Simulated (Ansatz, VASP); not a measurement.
## MoS: VASP beside Ansatz

```xyz
4
Lattice="3.1841 0.0000 0.0000 -1.5921 2.7575 0.0000 0.0000 0.0000 32.3346" Properties=species:S:1:pos:R:3 pbc="T T T"
Mo    0.0000    0.0000    7.5000
Mo    0.0000    0.0000   24.8346
S     0.0000    1.8384    9.0513
S     0.0000    1.8384   23.2833
```

Alike in both runs: task single point; functional PBEsol; k mesh 10 × 10 × 1; occupations fermi-dirac, width 0.05 eV; no spin polarisation.

```csv
,VASP,Ansatz
version,VASP 6.6.1,Ansatz 0.2.0
potentials or method,"VASP PAW PBE potentials, release 64 (Mo_sv, S), cutoff 520 eV","all-electron LAPW, scalar-relativistic"
```

|  | VASP | Ansatz | Ansatz less VASP |
| --- | --- | --- | --- |
| gap on the k mesh at the Fermi level (eV) | none | none | - |
| rms of the force components (eV/Å) | 0.699 | 0.701 | +0.0021 |

VASP's potentials were made for PBE, not for PBEsol. A gap of «none» marks a metal or a gap that the smearing closes. Ansatz ran all-electron here, and VASP with PAW potentials.
